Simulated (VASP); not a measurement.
Wanted: the native input for a VASP 6.6.1 run.

| Quantity | Value |
| --- | --- |
| Task | single point |
| Functional | PBE |
| Potentials or basis | VASP PAW PBE potentials, release 64 (Ga_d, P, In_d) |
| Cutoff | 520 eV |
| k mesh | 6 × 4 × 4 |
| Occupations | fermi-dirac, width 0.02 eV |
| Spin | no spin polarisation |
| Dipole correction | no |
| Further INCAR settings | ALGO = Normal; EDIFF = 1e-06; NBANDS = 46 |

The structure of InGa3P4 lies in POSCAR:

```
InGa3P4
1.0
    3.9671021500      0.0000000000      0.0000000000
    0.0000000000      7.9498155082      0.0000000000
    0.0000000000      0.0000000000      5.6222747807
Ga P In
3 4 1
Direct
    0.0000000000      0.7583194424     -0.0001760172
    0.5000000000      0.0000000000      0.4981265713
    0.0000000000      0.2416805576     -0.0001760172
    0.5000000000      0.7632995870      0.2398630539
    0.0000000000      0.0000000000      0.7414470638
    0.5000000000      0.2367004130      0.2398630539
    0.0000000000      0.5000000000      0.7808884950
    0.5000000000      0.5000000000      0.5001637965
```

The input as run:

INCAR

```
SYSTEM = InGa3P4
PREC = Accurate
ENCUT = 520
EDIFF = 1E-6
ISMEAR = -1
SIGMA = 0.02
LREAL = .False.
LASPH = .True.
NELM = 100
ALGO = Normal
ISIF = 2
LWAVE = .False.
LCHARG = .False.
GGA = PE
NBANDS = 46
```

KPOINTS

```
regular mesh
0
Gamma
  6 4 4
  0 0 0
```

Potentials or basis: VASP PAW PBE potentials, release 64 (Ga_d, P, In_d).

Run with:

```bash
$ cat potpaw_PBE.64/Ga_d/POTCAR potpaw_PBE.64/P/POTCAR potpaw_PBE.64/In_d/POTCAR > POTCAR
$ mpirun -np 1 vasp_std > vasp.out
```

It gave:

```yaml
Pressure: 0.0 GPa
Largest_force: 0.005 eV/Å
Band_gap_on_the_k_mesh: 1.10 eV
```

Caveat: spin-orbit coupling is left out, which moves the levels of the heavy elements.

Run time: 9.6 min on 1 thread of Intel Xeon 8259CL (shared host), peak memory 0.41 GiB.
